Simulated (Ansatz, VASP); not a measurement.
**NaCl: VASP beside Ansatz**

```
Na Cl
1.0
     2.80398    2.80398    0.00000
    -2.80398    2.80398    0.00000
     0.00000    2.80398    2.80398
Na Cl
1 1
Direct
  0.00000 0.00000 0.00000
  0.50000 0.50000 0.00000
```

Change from the starting cell: unstrained.

Alike in both runs: task single point; functional r2SCAN; k mesh 8 × 8 × 8; no spin polarisation.

```csv
,VASP,Ansatz
version,VASP 6.6.1,Ansatz 0.2.0
potentials or method,"VASP PAW PBE potentials, release 64 (Na_pv, Cl)","PAW with Ansatz's default frozen-core files, scalar-relativistic"
plane-wave cutoff (eV),520,500
occupations,"gaussian, width 0.01 eV",fixed
valence electrons in the cell,14,16
```

```csv
,VASP,Ansatz,Ansatz less VASP
gap on the k mesh at the Fermi level (eV),5.99,5.97,-0.023
pressure (GPa),-0.2,0.0,+0.19
```

VASP's potentials were made for PBE, not for r2SCAN. VASP's potentials hold 14 valence electrons a cell and Ansatz's 16, so a difference there can come from the potentials and not from the codes.
